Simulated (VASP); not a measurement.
SnO2: single point with r2SCAN

Crystal: SnO2.

```
CELL_PARAMETERS angstrom
4.37940 0.00000 0.00000
0.00000 4.37940 0.00000
0.00000 0.00000 3.32859
ATOMIC_POSITIONS crystal
Sn 0.00000 0.00000 0.00000
Sn 0.50000 0.50000 0.50000
O 0.30589 0.30589 0.00000
O 0.19411 0.80589 0.50000
O 0.69411 0.69411 0.00000
O 0.80589 0.19411 0.50000
```

This cell differs from its parent crystal: strain -0.080 along x and y, +0.040 along z.

- Program: VASP 6.6.1
- Task: single point
- Functional: r2SCAN
- Potentials or basis: VASP PAW PBE potentials, release 64 (Sn_d, O)
- Cutoff: 520 eV
- k mesh: 6 × 6 × 8
- Occupations: gaussian, width 0.05 eV
- Spin: no spin polarisation
- Dipole correction: no
- Further INCAR settings: ALGO = Normal; EDIFF = 1e-06; NBANDS = 35

The pressure is 34.8 GPa, the largest force is 0.979 eV/Å and the band gap on the k mesh is 3.18 eV.

Forces in eV/Å, atoms in the order of the input:
```
Sn   0.000  0.000  0.000
Sn   0.000  0.000  0.000
O    0.692  0.692  0.000
O   -0.692  0.692  0.000
O   -0.692 -0.692  0.000
O    0.692 -0.692  0.000
```

Stress tensor (GPa, compression positive):
```
44.29  0.00  0.00
 0.00 44.29  0.00
 0.00  0.00 15.87
```

Levels at points of the mesh, in eV from the valence-band top:
```csv
k point,band 24,band 25,band 26,band 27,band 28,band 29
"(0.00, 0.00, 0.00)",-0.66,-0.66,0.00,3.18,6.87,6.96
"(0.50, 0.00, 0.00)",-1.24,-0.52,-0.52,6.41,6.41,7.87
"(0.50, 0.50, 0.00)",-1.46,-0.66,-0.66,6.64,6.64,8.85
"(0.00, 0.00, 0.50)",-1.97,-1.30,-1.30,8.29,8.29,11.16
"(0.50, 0.00, 0.50)",-1.10,-0.10,-0.10,8.89,8.89,10.44
"(0.50, 0.50, 0.50)",-0.84,-0.65,-0.65,7.18,7.18,10.38
```

Wall time 6.2 min on 1 thread of Intel(R) Xeon(R) Platinum 8488C (Sapphire Rapids), on a shared host, peak memory 0.24 GiB.

Caveat: the cell differs from its parent crystal (strain -0.080 along x and y, +0.040 along z); the stress differs along the axes, from 16 to 44 GPa; the PAW data sets were made with another functional, which shifts forces and pressure a little; spin-orbit coupling is left out, which moves the levels of the heavy elements.
